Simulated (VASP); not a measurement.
# Hf5Ta in VASP: single point with PBEsol

Aim: the single point of Hf5Ta with PBEsol.

Everything below comes from runs of VASP 6.6.1. Logs are shortened: lines on timing, memory, paths and dates and some standing lists are left out, and cuts for length are marked.

## Step 1: The cell of the first run

The cell holds a slab with vacuum, 6 atoms: a = 3.158 Å, b = 3.158 Å, c = 28.505 Å, α = 90.00°, β = 90.00°, γ = 120.00°.

## Step 2: Single point, PBEsol

File INCAR:

```
SYSTEM = Hf5Ta
PREC     = Accurate       ! precision mode
ENCUT    = 520            ! plane-wave cutoff, eV
EDIFF    = 1E-6           ! SCF threshold, eV
ISMEAR   = -1             ! smearing method
SIGMA    = 0.08           ! smearing width, eV
LREAL    = .False.        ! projectors in reciprocal space
LASPH    = .True.         ! aspherical terms in the spheres
NELM     = 80             ! most SCF steps
ALGO     = Normal         ! electronic algorithm
ISIF     = 2              ! what is computed and relaxed
LWAVE    = .False.        ! write WAVECAR
LCHARG   = .False.        ! write CHGCAR
LDIPOL   = .True.       
IDIPOL   = 3            
DIPOL    = 0.5 0.5 0.500
GGA      = PS             ! functional
NBANDS   = 40             ! bands
```

File KPOINTS:

```
Automatic mesh
0
Gamma
  12 12 1
  0 0 0
```

File POSCAR:

```
Hf5Ta
1.0
    3.1584504466      0.0000000000      0.0000000000
   -1.5792252233      2.7352983234      0.0000000000
    0.0000000000      0.0000000000     28.5045000000
Hf Ta
5 1
Direct
    0.8333333333      0.1666666667      0.2841507141
    0.1666666667      0.8333333333      0.3665133320
    0.1666666667      0.8333333333      0.5432444830
    0.8333333333      0.1666666667      0.6334866686
    0.1666666667      0.8333333333      0.7158492855
    0.8333333333      0.1666666667      0.4567555169
```

Potentials or basis: VASP PAW PBE potentials, release 64 (Hf_pv, Ta_pv).

On the command line:

```bash
$ cat potpaw_PBE.64/Hf_pv/POTCAR potpaw_PBE.64/Ta_pv/POTCAR > POTCAR
$ mpirun -np 1 vasp_std > vasp.out
```

OUTCAR:

```text
SYSTEM = Hf5Ta
   PREC = Accurate
   ENCUT = 520
   EDIFF = 1E-6
   ISMEAR = -1
   LREAL = .False.
   LASPH = .True.
   NELM = 80
   ISIF = 2
   GGA = PS

 ion  position               nearest neighbor table
   1  0.833  0.167  0.284-   2 2.97   2 2.97   2 2.97
   2  0.167  0.833  0.367-   1 2.97   1 2.97   1 2.97   6 3.15   6 3.15   6 3.15
   3  0.167  0.833  0.543-   6 3.07   6 3.07   6 3.07   4 3.15   4 3.15   4 3.15
   4  0.833  0.167  0.633-   5 2.97   5 2.97   5 2.97   3 3.15   3 3.15   3 3.15
   5  0.167  0.833  0.716-   4 2.97   4 2.97   4 2.97
   6  0.833  0.167  0.457-   3 3.07   3 3.07   3 3.07   2 3.15   2 3.15   2 3.15

  LATTYP: Found a hexagonal cell.
 ALAT       =     3.1584504466
 C/A-ratio  =     9.0248368565

  Lattice vectors:

 A1 = (   3.1584504466,   0.0000000000,   0.0000000000)
 A2 = (  -1.5792252233,   2.7352983234,   0.0000000000)
 A3 = (   0.0000000000,   0.0000000000,  28.5045000000)

Analysis of symmetry for initial positions (statically):
=====================================================================
 Subroutine PRICEL returns:
 Original cell was already a primitive cell.

 Routine SETGRP: Setting up the symmetry group for a
 hexagonal supercell.

 Subroutine GETGRP returns: Found  6 space group operations
 (whereof  2 operations were pure point group operations)
 out of a pool of 24 trial point group operations.

The static configuration has the point symmetry C_1h.
 The point group associated with its full space group is C_3v.

Analysis of symmetry for dynamics (positions and initial velocities):
=====================================================================
 Subroutine PRICEL returns:
 Original cell was already a primitive cell.

 Routine SETGRP: Setting up the symmetry group for a
 hexagonal supercell.

 Subroutine GETGRP returns: Found  6 space group operations
 (whereof  2 operations were pure point group operations)
 out of a pool of 24 trial point group operations.

The dynamic configuration has the point symmetry C_1h.
 The point group associated with its full space group is C_3v.

 Subroutine INISYM returns: Found  6 space group operations
 (whereof  2 operations are pure point group operations),
 and found     1 'primitive' translations

----------------------------------------------------------------------------------------

                                     Primitive cell

  volume of cell :     246.2590

  direct lattice vectors                    reciprocal lattice vectors
     3.158450447  0.000000000  0.000000000     0.316610951  0.182795418  0.000000000
    -1.579225223  2.735298323  0.000000000     0.000000000  0.365590836  0.000000000
     0.000000000  0.000000000 28.504500000     0.000000000  0.000000000  0.035082180

  length of vectors
     3.158450447  3.158450447 28.504500000     0.365590836  0.365590836  0.035082180

  position of ions in fractional coordinates (direct lattice)
     0.833333333  0.166666667  0.284150714
     0.166666667  0.833333333  0.366513332
     0.166666667  0.833333333  0.543244483
     0.833333333  0.166666667  0.633486669
     0.166666667  0.833333333  0.715849285
     0.833333333  0.166666667  0.456755517

  ion indices of the primitive-cell ions
   primitive index   ion index
                 1           1
                 2           2
                 3           3
                 4           4
                 5           5
                 6           6

----------------------------------------------------------------------------------------

 KPOINTS: Automatic mesh

Automatic generation of k-mesh.
 Grid dimensions read from file:
 generate k-points for:   12   12    1

 Generating k-lattice:

  Cartesian coordinates                     Fractional coordinates (reciprocal lattice)
     0.026384246  0.015232951  0.000000000     0.083333333  0.000000000  0.000000000
     0.000000000  0.030465903  0.000000000     0.000000000  0.083333333  0.000000000
     0.000000000  0.000000000  0.035082180     0.000000000  0.000000000  1.000000000

  Length of vectors
     0.030465903  0.030465903  0.035082180

  Shift w.r.t. Gamma in fractional coordinates (k-lattice)
     0.000000000  0.000000000  0.000000000

 Subroutine IBZKPT returns following result:
 ===========================================

 Found     19 irreducible k-points:

 Following reciprocal coordinates:
            Coordinates               Weight
  0.000000  0.000000  0.000000      1.000000
  0.083333 -0.000000  0.000000      6.000000
  0.166667 -0.000000  0.000000      6.000000
  0.250000 -0.000000  0.000000      6.000000
  0.333333 -0.000000  0.000000      6.000000
  0.416667 -0.000000  0.000000      6.000000
[... 11 lines left out ...]
  0.333333  0.250000  0.000000     12.000000
  0.333333  0.333333  0.000000      2.000000
   k-points           NKPTS =     19   k-points in BZ     NKDIM =     19   number of bands    NBANDS=     40
   number of dos      NEDOS =    301   number of ions     NIONS =      6
   total plane-waves  NPLWV = 124416
   dimension x,y,z NGX =    24 NGY =   24 NGZ =  216
   dimension x,y,z NGXF=    48 NGYF=   48 NGZF=  432
   ions per type =               5   1
   NGX,Y,Z   is equivalent  to a cutoff of  12.63, 12.63, 12.60 a.u.
   NGXF,Y,Z  is equivalent  to a cutoff of  25.26, 25.26, 25.20 a.u.
 SYSTEM =  Hf5Ta
   PREC   = accura    normal or accurate (medium, high low for compatibility)
   ISTART =      0    job   : 0-new  1-cont  2-samecut
   ICHARG =      2    charge: 1-file 2-atom 10-const
   ISPIN  =      1    spin polarized calculation?
   LNONCOLLINEAR =      F non collinear calculations
   LSORBIT =      F    spin-orbit coupling
   LASPH  =      T    aspherical Exc in radial PAW
   ENCUT  =  520.0 eV  38.22 Ry    6.18 a.u.   5.87  5.87 53.00*2*pi/ulx,y,z
   NELM   =     80;   NELMIN=  2; NELMDL= -5     # of ELM steps
   EDIFF  = 0.1E-05   stopping-criterion for ELM
   LREAL  =      F    real-space projection
   EDIFFG = 0.1E-04   stopping-criterion for IOM
   NSW    =      0    number of steps for IOM
   IBRION =     -1    ionic relax: 0-MD 1-quasi-New 2-CG
   NFREE  =      0    steps in history (QN), initial steepest desc. (CG)
   ISIF   =      2    stress and relaxation
   ISYM   =      2    0-nonsym 1-usesym 2-fastsym
   POTIM  = 0.5000    time-step for ionic-motion
   TEBEG  =    0.0;   TEEND  =   0.0 temperature during run
   PSTRESS=    0.0 pullay stress
   NELECT =      61.0000    total number of electrons
   NUPDOWN=      -1.0000    fix difference up-down
   EMIN   =  10.00;   EMAX   =-10.00  energy-range for DOS
   EFERMI =   0.00;   METHOD = LEGACY
   ISMEAR =    -1;   SIGMA  =   0.08  broadening in eV -4-tet -1-fermi 0-gaus
   EFERMI_NEDOS =   21; number of points for ismear=-14 and -15
   IALGO  =     38    algorithm
   IMIX   =      4    mixing-type and parameters
     AMIX     =   0.40;   BMIX     =  1.00
     AMIX_MAG =   1.60;   BMIX_MAG =  1.00
  volume/ion in A,a.u.               =      41.04       276.97
  Fermi-wavevector in a.u.,A,eV,Ry     =   1.028144  1.942911 14.382454  1.057081
  Thomas-Fermi vector in A             =   2.162126
   LORBIT       =      0    0 simple, 1 ext, 2 COOP (PROOUT), +10 PAW based schemes
   GGA     = PS    functional components
   LHFCALC =     F    Hartree Fock is set to
   AEXX    =    0.0000 exact exchange contribution
   IVDW    =     0    specifies the selected vdW correction
   LEPSILON=     F    determine dielectric tensor
   LRPA    =     F    only Hartree local field effects (RPA)
 non-spin polarized calculation
  energy-cutoff  :      520.00
  volume of cell :      246.26
 maximum number of plane-waves:      6666
 NGX is ok and might be reduce to    24
   NGX = 11   NGY = 11   NGZ =105

 dipolmoment           0.000000      0.000000     -0.000188 electrons x Angstroem

 number of electron      60.9999998 magnetization

 dipolmoment           0.000000      0.000000      0.000838 electrons x Angstroem

 Free energy of the ion-electron system (eV)
  ---------------------------------------------------
  ext. energy  EPLUGINS =         0.00000000
  ---------------------------------------------------
  free energy    TOTEN  =       -62.41821722 eV

  energy without entropy =      -62.24319665  energy(sigma->0) =      -62.33070693

 E-fermi :   0.5761     XC(G=0):  -6.7932

 val. band max:        0.5746379883   @ k =   0.0833   0.0833   0.0000
 cond. band min:       0.5779115731   @ k =   0.2500   0.1667   0.0000
 fundamental gap:      0.0032735847
 Fermi energy:         0.5761368582

 k-point     1 :       0.0000    0.0000    0.0000
  band No.  band energies     occupation
      1     -33.9760      2.00000
      2     -33.6547      2.00000
      3     -33.6547      2.00000
      4     -30.3996      2.00000
      5     -30.3731      2.00000
      6     -30.0128      2.00000
[... 32 lines left out ...]
     39       2.0368      0.00000
     40       2.0368      0.00000

 k-point     2 :       0.0833   -0.0000    0.0000
  band No.  band energies     occupation
      1     -33.9712      2.00000
      2     -33.6852      2.00000
      3     -33.6619      2.00000
      4     -30.3871      2.00000
      5     -30.3626      2.00000
      6     -30.0111      2.00000
[... 32 lines left out ...]
     39       1.9871      0.00000
     40       2.0962      0.00000

 k-point     3 :       0.1667   -0.0000    0.0000
  band No.  band energies     occupation
      1     -33.9582      2.00000
      2     -33.7677      2.00000
      3     -33.6814      2.00000
      4     -30.3542      2.00000
      5     -30.3352      2.00000
      6     -30.0163      2.00000
[... 638 lines left out ...]
  band No.  band energies     occupation
      1     -34.0164      2.00000
      2     -33.8983      2.00000
      3     -33.8914      2.00000
      4     -30.3105      2.00000
      5     -30.3075      2.00000
      6     -30.2361      2.00000
[... 32 lines left out ...]
     39       2.5534      0.00000
     40       3.3985      0.00000

 k-point    19 :       0.3333    0.3333    0.0000
  band No.  band energies     occupation
      1     -33.9662      2.00000
      2     -33.9601      2.00000
      3     -33.8959      2.00000
      4     -30.2504      2.00000
      5     -30.2498      2.00000
      6     -30.2234      2.00000
[... 32 lines left out ...]
     39       2.6935      0.00000
     40       3.5142      0.00000

------------------------ aborting loop because EDIFF is reached ----------------------------------------

 vacuum level on the upper side and lower side of the slab       (xc-potential included)        -0.163        -0.180

  FORCE on cell =-STRESS in cart. coord.  units (eV):
  Direction    XX          YY          ZZ          XY          YZ          ZX
  --------------------------------------------------------------------------------------
  -------------------------------------------------------------------------------------
  Total       -5.2507447     -5.2507447     -2.5187752      0.0000000     -0.0000000     -0.0000000
  in kB      -34.1616858    -34.1616858    -16.3873145      0.0000000     -0.0000000     -0.0000000
  external PRESSURE =     -28.2368954 kB  Pullay stress =       0.0000000 kB

 VOLUME and BASIS-vectors are now :
 -----------------------------------------------------------------------------
  energy-cutoff  :      520.00
  volume of cell :      246.26
      direct lattice vectors                 reciprocal lattice vectors
     3.158450447  0.000000000  0.000000000     0.316610951  0.182795418  0.000000000
    -1.579225223  2.735298323  0.000000000     0.000000000  0.365590836  0.000000000
     0.000000000  0.000000000 28.504500000     0.000000000  0.000000000  0.035082180

 POSITION                                       TOTAL-FORCE (eV/Angst)
 -----------------------------------------------------------------------------------
      2.36884      0.45588      8.09957         0.000000     -0.000000      0.002830
     -0.78961      2.27942     10.44728        -0.000000      0.000000      0.540127
     -0.78961      2.27942     15.48491        -0.000000      0.000000     -0.383705
      2.36884      0.45588     18.05722         0.000000      0.000000      0.020898
     -0.78961      2.27942     20.40493        -0.000000      0.000000     -0.034245
      2.36884      0.45588     13.01959         0.000000      0.000000     -0.145905
 -----------------------------------------------------------------------------------
    total drift:                               -0.000000      0.000000      0.000001

  FREE ENERGIE OF THE ION-ELECTRON SYSTEM (eV)
  ---------------------------------------------------
  free  energy   TOTEN  =       -62.4182172157 eV

  energy  without entropy=      -62.2431966474  energy(sigma->0) =      -62.33070693

 vacuum level on the upper side and lower side of the slab         4.850         4.832
```

Wall time 33 min (1 thread of Intel Xeon Platinum 8259CL at 2.50GHz (Skylake/Cascade Lake), shared host); peak memory 0.43 GiB.

Results:

```yaml
Free_energy: -62.4182 eV
Largest_force: 0.540 eV/Å
Band_gap_on_the_k_mesh: zero (an odd number of electrons rules out a gap without spin polarisation)
```

Forces on the atoms (eV/Å):
```
Hf   0.000  0.000  0.003
Hf   0.000  0.000  0.540
Hf   0.000  0.000 -0.384
Hf   0.000  0.000  0.021
Hf   0.000  0.000 -0.034
Ta   0.000  0.000 -0.146
```

Caveat: the PAW data sets were made with another functional, which shifts forces and pressure a little; spin-orbit coupling is left out, which moves the levels of the heavy elements.
